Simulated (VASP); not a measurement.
The system is Os.

```
CELL_PARAMETERS angstrom
2.70564 0.00000 0.00000
-1.35282 2.34316 0.00000
0.00000 0.00000 4.38314
ATOMIC_POSITIONS crystal
Os 0.33333 0.66667 0.25000
Os 0.66667 0.33333 0.75000
```

```yaml
Program: VASP 6.6.1
Task: relaxation of cell and atoms
Functional: PBEsol
Potentials_or_basis: VASP PAW PBE potentials, release 64 (Os)
Cutoff: 600 eV
k_mesh: 16 × 16 × 9
Occupations: fermi-dirac, width 0.05 eV
Spin: no spin polarisation
```

At the start: pressure 0.3 GPa; volume 13.89 Å³/atom.

Task: How do energy, volume and symmetry change on relaxing?

Result: Over 9 steps the energy falls by 12.7 meV/atom and the volume is 13.91 Å³/atom (+0.1 %); space group P6_3/mmc (No. 194, to 0.05 Å).

Step by step:
```tsv
step	energy change (eV)	largest force (eV/Å)	pressure (GPa)	volume (Å³)
1	0.0000	0.0000	0.32	27.79
2	0.0540	0.0000	1.57	27.85
3	-0.0254	0.0000	-0.09	27.82
4	-0.0253	0.0000	-0.09	27.82
5	-0.0253	0.0000	0.36	27.79
6	-0.0254	0.0000	0.04	27.81
7	-0.0254	0.0000	0.05	27.81
8	-0.0253	0.0000	-0.12	27.82
9	-0.0254	0.0000	0.01	27.82
```

Final structure:
```
Os
1.0
     2.72956    0.00000    0.00000
    -1.36478    2.36387    0.00000
     0.00000    0.00000    4.31092
Os
2
Cartesian
  0.0000 1.5759 1.0777
  1.3648 0.7880 3.2332
```

Caveat: the PAW data sets were made with another functional, which shifts forces and pressure a little.
